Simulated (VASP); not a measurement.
# Ir (I4/mmm) in VASP: single point with LDA

Aim: the single point of Ir with LDA.

Program: VASP 6.6.1. These are calculated values, not measurements. Logs are shortened: lines on timing, memory, paths and dates and some standing lists are left out, and cuts for length are marked.

### 1 The cell of the first run

Symmetry: I4/mmm, No. 139, tetragonal system. Conventional cell: a = 2.715 Å, b = 2.715 Å, c = 3.609 Å, α = 90.00°, β = 90.00°, γ = 90.00°. Ir (site symmetry 4/mmm) has 12 Ir at 2.63 to 2.71 Å within 3.5 Å.

### 2 Single point, LDA (strain -0.0600 x Voigt [0, 0, 1, 0, 0, 0])

Contents of INCAR:

```
PREC = Accurate ; ENCUT = 520
EDIFF = 1E-7 ; ISMEAR = 0
SIGMA = 0.15 ; LREAL = F
LASPH = T ; NELM = 60
ALGO = Normal ; ISIF = 2
LWAVE = F ; LCHARG = F
GGA = CA ; NBANDS = 10
```

Contents of KPOINTS:

```
regular mesh
0
Gamma
  8 8 8
```

Contents of POSCAR:

```
Ir
1.0
    0.0000000000      1.9197000000      1.8045180000
    1.9197000000      0.0000000000      1.8045180000
    1.9197000000      1.9197000000      0.0000000000
Ir
1
Direct
    0.0000000000      0.0000000000      0.0000000000
```

Potentials or basis: VASP PAW LDA potentials, release 64 (Ir).

Launch:

```bash
> cat potpaw_LDA.64/Ir/POTCAR > POTCAR
> mpirun -np 1 vasp_std > vasp.out
```

OUTCAR:

```text
PREC = Accurate
   ENCUT = 520
   EDIFF = 1E-7
   ISMEAR = 0
   LREAL = F
   LASPH = T
   NELM = 60
   ISIF = 2
   GGA = CA

 ion  position               nearest neighbor table
   1  0.000  0.000  0.000-

  LATTYP: Found a body centered tetragonal cell.
 ALAT       =     2.7148657757
 C/A-ratio  =     1.3293607486

  Lattice vectors:

 A1 = (   0.0000000000,  -1.9197000000,  -1.8045180000)
 A2 = (   0.0000000000,   1.9197000000,  -1.8045180000)
 A3 = (   1.9197000000,   0.0000000000,   1.8045180000)

Analysis of symmetry for initial positions (statically):
=====================================================================
 Subroutine PRICEL returns:
 Original cell was already a primitive cell.

 Routine SETGRP: Setting up the symmetry group for a
 body centered tetragonal supercell.

 Subroutine GETGRP returns: Found 16 space group operations
 (whereof 16 operations were pure point group operations)
 out of a pool of 16 trial point group operations.

The static configuration has the point symmetry D_4h.

Analysis of symmetry for dynamics (positions and initial velocities):
=====================================================================
 Subroutine PRICEL returns:
 Original cell was already a primitive cell.

 Routine SETGRP: Setting up the symmetry group for a
 body centered tetragonal supercell.

 Subroutine GETGRP returns: Found 16 space group operations
 (whereof 16 operations were pure point group operations)
 out of a pool of 16 trial point group operations.

The dynamic configuration has the point symmetry D_4h.

 Subroutine INISYM returns: Found 16 space group operations
 (whereof 16 operations are pure point group operations),
 and found     1 'primitive' translations

----------------------------------------------------------------------------------------

                                     Primitive cell

  volume of cell :      13.3002

  direct lattice vectors                    reciprocal lattice vectors
     0.000000000  1.919700000  1.804518000    -0.260457363  0.260457363  0.277082301
     1.919700000  0.000000000  1.804518000     0.260457363 -0.260457363  0.277082301
     1.919700000  1.919700000  0.000000000     0.260457363  0.260457363 -0.277082301

  length of vectors
     2.634678975  2.634678975  2.714865776     0.460923722  0.460923722  0.460923722

  position of ions in fractional coordinates (direct lattice)
     0.000000000  0.000000000  0.000000000

  ion indices of the primitive-cell ions
   primitive index   ion index
                 1           1

----------------------------------------------------------------------------------------

 KPOINTS: regular mesh

Automatic generation of k-mesh.
 Grid dimensions read from file:
 generate k-points for:    8    8    8

 Generating k-lattice:

  Cartesian coordinates                     Fractional coordinates (reciprocal lattice)
    -0.032557170  0.032557170  0.034635288     0.125000000 -0.000000000  0.000000000
     0.032557170 -0.032557170  0.034635288    -0.000000000  0.125000000  0.000000000
     0.032557170  0.032557170 -0.034635288     0.000000000  0.000000000  0.125000000

  Length of vectors
     0.057615465  0.057615465  0.057615465

  Shift w.r.t. Gamma in fractional coordinates (k-lattice)
     0.000000000  0.000000000  0.000000000

 Subroutine IBZKPT returns following result:
 ===========================================

 Found     59 irreducible k-points:

 Following reciprocal coordinates:
            Coordinates               Weight
  0.000000  0.000000  0.000000      1.000000
  0.125000  0.000000  0.000000      8.000000
  0.250000  0.000000  0.000000      8.000000
  0.375000  0.000000  0.000000      8.000000
  0.500000  0.000000  0.000000      4.000000
  0.125000  0.125000  0.000000      2.000000
[... 16 lines left out ...]
  0.250000  0.000000  0.125000     16.000000
  0.375000 -0.000000  0.125000     16.000000
 [... further k-points ...]
   k-points           NKPTS =     59   k-points in BZ     NKDIM =     59   number of bands    NBANDS=     10
   number of dos      NEDOS =    301   number of ions     NIONS =      1
   total plane-waves  NPLWV =   8000
   dimension x,y,z NGX =    20 NGY =   20 NGZ =   20
   dimension x,y,z NGXF=    40 NGYF=   40 NGZF=   40
   ions per type =               1
   NGX,Y,Z   is equivalent  to a cutoff of  12.62, 12.62, 12.25 a.u.
   NGXF,Y,Z  is equivalent  to a cutoff of  25.24, 25.24, 24.49 a.u.
 SYSTEM =  unknown system
   PREC   = accura    normal or accurate (medium, high low for compatibility)
   ISTART =      0    job   : 0-new  1-cont  2-samecut
   ICHARG =      2    charge: 1-file 2-atom 10-const
   ISPIN  =      1    spin polarized calculation?
   LNONCOLLINEAR =      F non collinear calculations
   LSORBIT =      F    spin-orbit coupling
   LASPH  =      T    aspherical Exc in radial PAW
   ENCUT  =  520.0 eV  38.22 Ry    6.18 a.u.   4.90  4.90  5.05*2*pi/ulx,y,z
   NELM   =     60;   NELMIN=  2; NELMDL= -5     # of ELM steps
   EDIFF  = 0.1E-06   stopping-criterion for ELM
   LREAL  =      F    real-space projection
   EDIFFG = 0.1E-05   stopping-criterion for IOM
   NSW    =      0    number of steps for IOM
   IBRION =     -1    ionic relax: 0-MD 1-quasi-New 2-CG
   NFREE  =      0    steps in history (QN), initial steepest desc. (CG)
   ISIF   =      2    stress and relaxation
   ISYM   =      2    0-nonsym 1-usesym 2-fastsym
   POTIM  = 0.5000    time-step for ionic-motion
   TEBEG  =    0.0;   TEEND  =   0.0 temperature during run
   PSTRESS=    0.0 pullay stress
   NELECT =       9.0000    total number of electrons
   NUPDOWN=      -1.0000    fix difference up-down
   EMIN   =  10.00;   EMAX   =-10.00  energy-range for DOS
   EFERMI =   0.00;   METHOD = LEGACY
   ISMEAR =     0;   SIGMA  =   0.15  broadening in eV -4-tet -1-fermi 0-gaus
   EFERMI_NEDOS =   21; number of points for ismear=-14 and -15
   IALGO  =     38    algorithm
   IMIX   =      4    mixing-type and parameters
     AMIX     =   0.40;   BMIX     =  1.00
     AMIX_MAG =   1.60;   BMIX_MAG =  1.00
  volume/ion in A,a.u.               =      13.30        89.75
  Fermi-wavevector in a.u.,A,eV,Ry     =   1.437263  2.716034 28.105908  2.065726
  Thomas-Fermi vector in A             =   2.556360
   LORBIT       =      0    0 simple, 1 ext, 2 COOP (PROOUT), +10 PAW based schemes
   GGA     = CA    functional components
   LHFCALC =     F    Hartree Fock is set to
   AEXX    =    0.0000 exact exchange contribution
   IVDW    =     0    specifies the selected vdW correction
   LEPSILON=     F    determine dielectric tensor
   LRPA    =     F    only Hartree local field effects (RPA)
 non-spin polarized calculation
 Gauss-broadening in eV      SIGMA  =   0.15
  energy-cutoff  :      520.00
  volume of cell :       13.30
 maximum number of plane-waves:       370
   NGX =  9   NGY =  9   NGZ =  9

 number of electron       8.9999999 magnetization

 Free energy of the ion-electron system (eV)
  ---------------------------------------------------
  ext. energy  EPLUGINS =         0.00000000
  ---------------------------------------------------
  free energy    TOTEN  =       -10.16445770 eV

  energy without entropy =      -10.14371815  energy(sigma->0) =      -10.15408792

 E-fermi :  11.4715     XC(G=0): -14.4967

 val. band max:       11.4533723926   @ k =   0.5000   0.0000   0.3750
 cond. band min:      11.4907912632   @ k =  -0.3750   0.2500   0.0000
 fundamental gap:      0.0374188706
 Fermi energy:        11.4715042411

 k-point     1 :       0.0000    0.0000    0.0000
  band No.  band energies     occupation
      1      -0.3472      2.00000
      2       6.8799      2.00000
      3       6.8799      2.00000
      4       7.7290      2.00000
      5       9.5530      2.00000
      6      10.6758      2.00000
      7      25.6903      0.00000
      8      30.8385      0.00000
      9      30.8385      0.00000
     10      33.1011      0.00000

 k-point     2 :       0.1250    0.0000    0.0000
  band No.  band energies     occupation
      1       0.3713      2.00000
      2       6.7121      2.00000
      3       7.1492      2.00000
      4       7.8334      2.00000
      5       9.4811      2.00000
      6      10.4336      2.00000
      7      26.8948      0.00000
      8      28.9661      0.00000
      9      32.0384      0.00000
     10      33.4960      0.00000

 k-point     3 :       0.2500    0.0000    0.0000
  band No.  band energies     occupation
      1       1.9617      2.00000
      2       6.6223      2.00000
      3       7.2104      2.00000
      4       8.0596      2.00000
      5      10.1570      2.00000
      6      10.4849      2.00000
      7      25.5176      0.00000
      8      28.5809      0.00000
      9      35.1429      0.00000
     10      35.9845      0.00000

 k-point     4 :       0.3750    0.0000    0.0000
  band No.  band energies     occupation
      1       2.6606      2.00000
      2       6.7790      2.00000
      3       7.7266      2.00000
      4       8.5624      2.00000
      5      11.5346      0.55172
      6      11.7981      0.00207
      7      21.9735      0.00000
      8      26.2394      0.00000
      9      33.2025      0.00000
     10      34.0427      0.00000
[... 222 lines left out ...]
 k-point    22 :       0.1250    0.0000    0.1250
  band No.  band energies     occupation
      1       0.5777      2.00000
      2       6.2271      2.00000
      3       7.5289      2.00000
      4       8.2082      2.00000
      5       8.9293      2.00000
      6      10.7172      2.00000
      7      27.3177      0.00000
      8      29.9460      0.00000
      9      31.1843      0.00000
     10      33.2121      0.00000

 k-point    23 :       0.2500    0.0000    0.1250
  band No.  band energies     occupation
      1       1.9516      2.00000
      2       5.7756      2.00000
      3       7.5376      2.00000
      4       8.4568      2.00000
      5       9.3868      2.00000
      6      10.9939      1.99999
      7      27.5640      0.00000
      8      29.2808      0.00000
      9      32.1692      0.00000
     10      33.6931      0.00000

 k-point    24 :       0.3750   -0.0000    0.1250
  band No.  band energies     occupation
      1       3.1300      2.00000
      2       6.5355      2.00000
      3       6.7331      2.00000
      4       8.2814      2.00000
      5      11.5562      0.42472
      6      11.9215      0.00002
      7      23.6393      0.00000
      8      27.7030      0.00000
      9      32.0781      0.00000
     10      33.4774      0.00000

 [... further k-points ...]

------------------------ aborting loop because EDIFF is reached ----------------------------------------

  FORCE on cell =-STRESS in cart. coord.  units (eV):
  Direction    XX          YY          ZZ          XY          YZ          ZX
  --------------------------------------------------------------------------------------
  -------------------------------------------------------------------------------------
  Total        1.2577221      1.2577221      3.3635693      0.0000000      0.0000000      0.0000000
  in kB      151.5086119    151.5086119    405.1846784      0.0000000      0.0000000      0.0000000
  external PRESSURE =     236.0673007 kB  Pullay stress =       0.0000000 kB

 VOLUME and BASIS-vectors are now :
 -----------------------------------------------------------------------------
  energy-cutoff  :      520.00
  volume of cell :       13.30
      direct lattice vectors                 reciprocal lattice vectors
     0.000000000  1.919700000  1.804518000    -0.260457363  0.260457363  0.277082301
     1.919700000  0.000000000  1.804518000     0.260457363 -0.260457363  0.277082301
     1.919700000  1.919700000  0.000000000     0.260457363  0.260457363 -0.277082301

 POSITION                                       TOTAL-FORCE (eV/Angst)
 -----------------------------------------------------------------------------------
      0.00000      0.00000      0.00000        -0.000000      0.000000      0.000000
 -----------------------------------------------------------------------------------
    total drift:                                0.000000      0.000000      0.000000

  FREE ENERGIE OF THE ION-ELECTRON SYSTEM (eV)
  ---------------------------------------------------
  free  energy   TOTEN  =       -10.1644576978 eV

  energy  without entropy=      -10.1437181453  energy(sigma->0) =      -10.15408792
```

Wall time 12 s (1 thread of Intel Xeon 8259CL, shared host); peak memory 0.12 GiB.

What came out:

```
Free energy : -10.1645 eV
Pressure    : 23.6 GPa
```

Caveat: the k points lie up to 0.36 Å⁻¹ apart; the cell differs from its parent crystal (strain -0.0600 x Voigt [0, 0, 1, 0, 0, 0]); spin-orbit coupling is left out, which moves the levels of the heavy elements.
